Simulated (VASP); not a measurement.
# Ca (P4/mmm) in VASP: notebook, part 2 of 2

VASP 6.6.1. The steps go on from the part before.

### Step 3. Single point, LDA (strain +0.0600 x Voigt [1, 0, 0, 0, 0, 0])

Input file INCAR:

```
SYSTEM = Ca
PREC = Accurate
ENCUT = 520
EDIFF = 1E-6
ISMEAR = 0
SIGMA = 0.15
LREAL = .False.
LASPH = .True.
NELM = 80
ALGO = Fast
ISIF = 2
LWAVE = .False.
LCHARG = .True.
GGA = CA
LELF = .True.
LVHAR = .True.
NBANDS = 11
```

Input file KPOINTS:

```
regular mesh
0
Gamma
  14 14 14
  0 0 0
```

Input file POSCAR:

```
Ca
1.0
    3.6979757204      0.0000000000      0.0000000000
    0.0000000000      3.4886563400      0.0000000000
    0.0000000000      0.0000000000      3.4886563400
Ca
1
Direct
    0.0000000000      0.0000000000      0.0000000000
```

Potentials or basis: VASP PAW LDA potentials, release 64 (Ca_sv).

On the command line:

```console
> cat potpaw_LDA.64/Ca_sv/POTCAR > POTCAR
> mpirun -np 1 vasp_std > vasp.out
```

OUTCAR:

```text
SYSTEM = Ca
   PREC = Accurate
   ENCUT = 520
   EDIFF = 1E-6
   ISMEAR = 0
   LREAL = .False.
   LASPH = .True.
   NELM = 80
   ISIF = 2
   GGA = CA

 ion  position               nearest neighbor table
   1  0.000  0.000  0.000-

  LATTYP: Found a simple tetragonal cell.
 ALAT       =     3.4886563400
 C/A-ratio  =     1.0600000000

  Lattice vectors:

 A1 = (   0.0000000000,   3.4886563400,   0.0000000000)
 A2 = (   0.0000000000,   0.0000000000,   3.4886563400)
 A3 = (   3.6979757204,   0.0000000000,   0.0000000000)

Analysis of symmetry for initial positions (statically):
=====================================================================
 Subroutine PRICEL returns:
 Original cell was already a primitive cell.

 Routine SETGRP: Setting up the symmetry group for a
 simple tetragonal supercell.

 Subroutine GETGRP returns: Found 16 space group operations
 (whereof 16 operations were pure point group operations)
 out of a pool of 16 trial point group operations.

The static configuration has the point symmetry D_4h.

Analysis of symmetry for dynamics (positions and initial velocities):
=====================================================================
 Subroutine PRICEL returns:
 Original cell was already a primitive cell.

 Routine SETGRP: Setting up the symmetry group for a
 simple tetragonal supercell.

 Subroutine GETGRP returns: Found 16 space group operations
 (whereof 16 operations were pure point group operations)
 out of a pool of 16 trial point group operations.

The dynamic configuration has the point symmetry D_4h.

 Subroutine INISYM returns: Found 16 space group operations
 (whereof 16 operations are pure point group operations),
 and found     1 'primitive' translations

----------------------------------------------------------------------------------------

                                     Primitive cell

  volume of cell :      45.0070

  direct lattice vectors                    reciprocal lattice vectors
     3.697975720  0.000000000  0.000000000     0.270418217  0.000000000  0.000000000
     0.000000000  3.488656340  0.000000000     0.000000000  0.286643310  0.000000000
     0.000000000  0.000000000  3.488656340     0.000000000  0.000000000  0.286643310

  length of vectors
     3.697975720  3.488656340  3.488656340     0.270418217  0.286643310  0.286643310

  position of ions in fractional coordinates (direct lattice)
     0.000000000  0.000000000  0.000000000

  ion indices of the primitive-cell ions
   primitive index   ion index
                 1           1

----------------------------------------------------------------------------------------

 KPOINTS: regular mesh

Automatic generation of k-mesh.
 Grid dimensions read from file:
 generate k-points for:   14   14   14

 Generating k-lattice:

  Cartesian coordinates                     Fractional coordinates (reciprocal lattice)
     0.019315587  0.000000000  0.000000000     0.071428571  0.000000000  0.000000000
     0.000000000  0.020474522  0.000000000     0.000000000  0.071428571  0.000000000
     0.000000000  0.000000000  0.020474522     0.000000000  0.000000000  0.071428571

  Length of vectors
     0.019315587  0.020474522  0.020474522

  Shift w.r.t. Gamma in fractional coordinates (k-lattice)
     0.000000000  0.000000000  0.000000000

 Subroutine IBZKPT returns following result:
 ===========================================

 Found    288 irreducible k-points:

 Following reciprocal coordinates:
            Coordinates               Weight
  0.000000  0.000000  0.000000      1.000000
  0.071429  0.000000  0.000000      2.000000
  0.142857  0.000000  0.000000      2.000000
  0.214286  0.000000  0.000000      2.000000
  0.285714  0.000000  0.000000      2.000000
  0.357143  0.000000  0.000000      2.000000
[... 16 lines left out ...]
  0.428571  0.142857  0.000000      8.000000
  0.500000  0.142857  0.000000      4.000000
 [... further k-points ...]
   k-points           NKPTS =    288   k-points in BZ     NKDIM =    288   number of bands    NBANDS=     11
   number of dos      NEDOS =    301   number of ions     NIONS =      1
   total plane-waves  NPLWV =  21952
   dimension x,y,z NGX =    28 NGY =   28 NGZ =   28
   dimension x,y,z NGXF=    56 NGYF=   56 NGZF=   56
   ions per type =               1
   NGX,Y,Z   is equivalent  to a cutoff of  12.59, 13.34, 13.34 a.u.
   NGXF,Y,Z  is equivalent  to a cutoff of  25.18, 26.69, 26.69 a.u.
 SYSTEM =  Ca
   PREC   = accura    normal or accurate (medium, high low for compatibility)
   ISTART =      0    job   : 0-new  1-cont  2-samecut
   ICHARG =      2    charge: 1-file 2-atom 10-const
   ISPIN  =      1    spin polarized calculation?
   LNONCOLLINEAR =      F non collinear calculations
   LSORBIT =      F    spin-orbit coupling
   LASPH  =      T    aspherical Exc in radial PAW
   ENCUT  =  520.0 eV  38.22 Ry    6.18 a.u.   6.88  6.49  6.49*2*pi/ulx,y,z
   NELM   =     80;   NELMIN=  2; NELMDL= -5     # of ELM steps
   EDIFF  = 0.1E-05   stopping-criterion for ELM
   LREAL  =      F    real-space projection
   EDIFFG = 0.1E-04   stopping-criterion for IOM
   NSW    =      0    number of steps for IOM
   IBRION =     -1    ionic relax: 0-MD 1-quasi-New 2-CG
   NFREE  =      0    steps in history (QN), initial steepest desc. (CG)
   ISIF   =      2    stress and relaxation
   ISYM   =      2    0-nonsym 1-usesym 2-fastsym
   POTIM  = 0.5000    time-step for ionic-motion
   TEBEG  =    0.0;   TEEND  =   0.0 temperature during run
   PSTRESS=    0.0 pullay stress
   NELECT =      10.0000    total number of electrons
   NUPDOWN=      -1.0000    fix difference up-down
   EMIN   =  10.00;   EMAX   =-10.00  energy-range for DOS
   EFERMI =   0.00;   METHOD = LEGACY
   ISMEAR =     0;   SIGMA  =   0.15  broadening in eV -4-tet -1-fermi 0-gaus
   EFERMI_NEDOS =   21; number of points for ismear=-14 and -15
   IALGO  =     68    algorithm
   IMIX   =      4    mixing-type and parameters
     AMIX     =   0.40;   BMIX     =  1.00
     AMIX_MAG =   1.60;   BMIX_MAG =  1.00
  volume/ion in A,a.u.               =      45.01       303.72
  Fermi-wavevector in a.u.,A,eV,Ry     =   0.991550  1.873758 13.376863  0.983172
  Thomas-Fermi vector in A             =   2.123299
   LORBIT       =      0    0 simple, 1 ext, 2 COOP (PROOUT), +10 PAW based schemes
   GGA     = CA    functional components
   LHFCALC =     F    Hartree Fock is set to
   AEXX    =    0.0000 exact exchange contribution
   IVDW    =     0    specifies the selected vdW correction
   LEPSILON=     F    determine dielectric tensor
   LRPA    =     F    only Hartree local field effects (RPA)
 non-spin polarized calculation
 RMM-DIIS sequential band-by-band and
 Gauss-broadening in eV      SIGMA  =   0.15
  energy-cutoff  :      520.00
  volume of cell :       45.01
 maximum number of plane-waves:      1245
 NGX is ok and might be reduce to    28
   NGX = 13   NGY = 13   NGZ = 13

 number of electron      10.0000000 magnetization

 number of electron       9.9999998 magnetization

 Free energy of the ion-electron system (eV)
  ---------------------------------------------------
  ext. energy  EPLUGINS =         0.00000000
  ---------------------------------------------------
  free energy    TOTEN  =        -1.77925850 eV

  energy without entropy =       -1.76691233  energy(sigma->0) =       -1.77308542

 E-fermi :   1.4307     XC(G=0):  -7.7289

 val. band max:        1.4167878285   @ k =   0.3571   0.5000   0.2143
 cond. band min:       1.4389085657   @ k =   0.5000   0.2857   0.2857
 fundamental gap:      0.0221207372
 Fermi energy:         1.4306557761

 k-point     1 :       0.0000    0.0000    0.0000
  band No.  band energies     occupation
      1     -40.3677      2.00000
      2     -21.5810      2.00000
      3     -21.5388      2.00000
      4     -21.5388      2.00000
      5      -2.3375      2.00000
      6       2.1427      0.00000
      7       2.1502      0.00000
      8       5.2423      0.00000
      9       5.2423      0.00000
     10       5.4107      0.00000
     11       8.8487      0.00000
[... 309 lines left out ...]
 k-point    24 :       0.5000    0.1429    0.0000
  band No.  band energies     occupation
      1     -40.3537      2.00000
      2     -21.7098      2.00000
      3     -21.5714      2.00000
      4     -21.5247      2.00000
      5       0.2305      2.00000
      6       0.9054      2.00000
      7       2.6442      0.00000
      8       4.1761      0.00000
      9       4.3890      0.00000
     10       5.2382      0.00000
     11       5.9818      0.00000

 [... further k-points ...]
[... 5 lines left out ...]
  --------------------------------------------------------------------------------------
  -------------------------------------------------------------------------------------
  Total       -0.8664859     -0.2405005     -0.2405005      0.0000000      0.0000000     -0.0000000
  in kB      -30.8454875     -8.5614249     -8.5614249      0.0000000      0.0000000     -0.0000000
  external PRESSURE =     -15.9894457 kB  Pullay stress =       0.0000000 kB

 VOLUME and BASIS-vectors are now :
 -----------------------------------------------------------------------------
  energy-cutoff  :      520.00
  volume of cell :       45.01
      direct lattice vectors                 reciprocal lattice vectors
     3.697975720  0.000000000  0.000000000     0.270418217  0.000000000  0.000000000
     0.000000000  3.488656340  0.000000000     0.000000000  0.286643310  0.000000000
     0.000000000  0.000000000  3.488656340     0.000000000  0.000000000  0.286643310

 POSITION                                       TOTAL-FORCE (eV/Angst)
 -----------------------------------------------------------------------------------
      0.00000      0.00000      0.00000         0.000000      0.000000      0.000000
 -----------------------------------------------------------------------------------
    total drift:                               -0.000000      0.000000     -0.000000

  FREE ENERGIE OF THE ION-ELECTRON SYSTEM (eV)
  ---------------------------------------------------
  free  energy   TOTEN  =        -1.7792585017 eV

  energy  without entropy=       -1.7669123308  energy(sigma->0) =       -1.77308542
```

It took 82 s on 1 thread of Intel Xeon Platinum 8488C (Sapphire Rapids), shared host; peak memory 0.24 GiB.

Results:

- Free energy: -1.7793 eV
- Pressure: -1.6 GPa
- Band gap on the k mesh: zero (band 5 reaches 1.95 eV, above the bottom of band 6 at 0.85 eV)

Levels at points of the mesh, in eV from the Fermi level:
```csv
k point,band 1,band 2,band 3,band 4,band 5,band 6,band 7,band 8,band 9,band 10
"(0.00, 0.00, 0.00)",-41.80,-23.01,-22.97,-22.97,-3.77,0.71,0.72,3.81,3.81,3.98
"(0.50, 0.00, 0.00)",-41.79,-23.15,-22.96,-22.96,-1.52,-0.58,1.06,2.91,2.91,4.05
"(0.00, 0.50, 0.00)",-41.78,-23.20,-22.99,-22.95,-1.13,-0.34,1.25,2.41,2.76,3.94
"(0.50, 0.50, 0.00)",-41.77,-23.18,-23.12,-22.94,-0.29,0.62,2.06,2.24,2.97,3.19
"(0.00, 0.50, 0.50)",-41.76,-23.17,-23.17,-22.97,-0.36,1.02,2.51,2.51,2.76,2.76
"(0.50, 0.50, 0.50)",-41.75,-23.16,-23.16,-23.09,0.43,0.77,0.77,4.45,4.72,5.15
```

Caveat: the cell differs from its parent crystal (strain +0.0600 x Voigt [1, 0, 0, 0, 0, 0]).

### Step 4. Single point, LDA (strain -0.0600 x Voigt [1, 0, 0, 0, 0, 0])

Input file INCAR:

```
PREC = Accurate ; ENCUT = 520
EDIFF = 1E-7 ; ISMEAR = 0
SIGMA = 0.15 ; LREAL = False
LASPH = True ; NELM = 80
ALGO = Fast ; ISIF = 2
LWAVE = False ; LCHARG = False
NBANDS = 11
```

Input file KPOINTS:

```
regular mesh
0
Gamma
  14 14 14
```

POSCAR, as its differences from that of step 3:

```diff
@@ -2,3 +2,3 @@
 1.0
-    3.6979757204      0.0000000000      0.0000000000
+    3.2793369596      0.0000000000      0.0000000000
     0.0000000000      3.4886563400      0.0000000000
```

On the command line:

```console
> cat potpaw_LDA.64/Ca_sv/POTCAR > POTCAR
> mpirun -np 1 vasp_std > vasp.out
```

It took 63 s on 1 thread of Intel Xeon Platinum 8488C (Sapphire Rapids), shared host; peak memory 0.23 GiB.

Results (log left out):

```
Free energy            : -1.8087 eV
Pressure               : -0.5 GPa
Band gap on the k mesh : zero (band 5 reaches 2.43 eV, above the bottom of band 6 at 1.41 eV)
```

Stress tensor (GPa, compression positive):
```
 2.18  0.00  0.00
 0.00 -1.81  0.00
 0.00  0.00 -1.81
```

Levels at points of the mesh, in eV from the Fermi level:
```csv
k point,band 2,band 3,band 4,band 5,band 6,band 7,band 8,band 9
"(0.00, 0.00, 0.00)",-22.73,-22.73,-22.67,-3.92,0.70,0.73,4.15,4.38
"(0.50, 0.00, 0.00)",-23.08,-22.69,-22.69,-0.89,-0.12,1.43,2.67,2.67
"(0.00, 0.50, 0.00)",-22.97,-22.71,-22.65,-1.33,-0.45,1.16,2.86,3.30
"(0.50, 0.50, 0.00)",-23.04,-22.91,-22.67,-0.50,1.07,2.75,2.89,2.97
"(0.00, 0.50, 0.50)",-22.94,-22.94,-22.63,-0.43,0.61,2.37,2.37,3.54
"(0.50, 0.50, 0.50)",-23.01,-22.89,-22.89,0.48,0.48,0.90,4.99,5.27
```

Caveat: the cell differs from its parent crystal (strain -0.0600 x Voigt [1, 0, 0, 0, 0, 0]).

### Step 5. Single point, LDA (strain -0.0450 x Voigt [1, 0, 0, 0, 0, 0])

Input file INCAR:

```
SYSTEM = Ca
ALGO     = Fast           ! electronic algorithm
EDIFF    = 1E-6           ! SCF threshold, eV
ENCUT    = 520            ! plane-wave cutoff, eV
ISIF     = 2              ! what is computed and relaxed
ISMEAR   = 0              ! smearing method
LASPH    = .TRUE.         ! aspherical terms in the spheres
LCHARG   = .FALSE.        ! write CHGCAR
LREAL    = .FALSE.        ! projectors in reciprocal space
LWAVE    = .FALSE.        ! write WAVECAR
NBANDS   = 11             ! bands
NELM     = 60             ! most SCF steps
PREC     = Accurate       ! precision mode
SIGMA    = 0.15           ! smearing width, eV
```

Input file KPOINTS:

```
k-points
0
G
  14 14 14
  0 0 0
```

POSCAR, as its differences from that of step 4:

```diff
@@ -2,3 +2,3 @@
 1.0
-    3.2793369596      0.0000000000      0.0000000000
+    3.3316668047      0.0000000000      0.0000000000
     0.0000000000      3.4886563400      0.0000000000
```

On the command line:

```console
> cat potpaw_LDA.64/Ca_sv/POTCAR > POTCAR
> mpirun -np 1 vasp_std > vasp.out
```

Wall time 77 s (1 thread of Intel Xeon Platinum 8488C (Sapphire Rapids), shared host); peak memory 0.23 GiB.

It converged, with:

```
Free energy            : -1.8153 eV
Pressure               : -0.7 GPa
Band gap on the k mesh : zero (band 5 reaches 2.38 eV, above the bottom of band 6 at 1.37 eV)
```

Stress tensor (GPa, compression positive):
```
 1.13  0.00  0.00
 0.00 -1.61  0.00
 0.00  0.00 -1.61
```

Levels at points of the mesh, in eV from the Fermi level:
| k point | band 1 | band 2 | band 3 | band 4 | band 5 | band 6 | band 7 | band 8 | band 9 | band 10 |
| --- | --- | --- | --- | --- | --- | --- | --- | --- | --- | --- |
| (0.00, 0.00, 0.00) | -41.60 | -22.77 | -22.77 | -22.72 | -3.91 | 0.70 | 0.72 | 4.12 | 4.29 | 4.29 |
| (0.50, 0.00, 0.00) | -41.56 | -23.08 | -22.74 | -22.74 | -0.98 | -0.21 | 1.36 | 2.71 | 2.71 | 4.29 |
| (0.00, 0.50, 0.00) | -41.58 | -23.01 | -22.75 | -22.71 | -1.31 | -0.45 | 1.17 | 2.84 | 3.16 | 4.39 |
| (0.50, 0.50, 0.00) | -41.54 | -23.05 | -22.96 | -22.72 | -0.48 | 0.99 | 2.65 | 2.76 | 3.01 | 3.24 |
| (0.00, 0.50, 0.50) | -41.55 | -22.98 | -22.98 | -22.69 | -0.42 | 0.66 | 2.38 | 2.38 | 3.42 | 3.42 |
| (0.50, 0.50, 0.50) | -41.52 | -23.02 | -22.93 | -22.93 | 0.52 | 0.52 | 0.82 | 4.94 | 5.16 | 5.84 |

Caveat: the cell differs from its parent crystal (strain -0.0450 x Voigt [1, 0, 0, 0, 0, 0]).

### Step 6. Summary

```csv
cell,further INCAR settings,gap on the mesh (eV),pressure (GPa)
"a = 3.672, b = 3.489, c = 3.489 Å, 1 atom",ALGO = Fast; EDIFF = 1e-06; NBANDS = 11,none,-1.6
"a = 3.698, b = 3.489, c = 3.489 Å, 1 atom",ALGO = Fast; EDIFF = 1e-06; NBANDS = 11,none,-1.6
"a = 3.279, b = 3.489, c = 3.489 Å, 1 atom",ALGO = Fast; EDIFF = 1e-07; NBANDS = 11,none,-0.5
"a = 3.332, b = 3.489, c = 3.489 Å, 1 atom",ALGO = Fast; EDIFF = 1e-06; NBANDS = 11,none,-0.7
```

Alike in all rows: task single point; level LDA; potentials or basis VASP PAW LDA potentials, release 64 (Ca_sv); no spin polarisation; k mesh 14 × 14 × 14; cutoff (eV) 520; smearing gaussian 0.15 eV.

Total energies depend on the potentials used, so only differences within one code and one set of settings carry meaning.
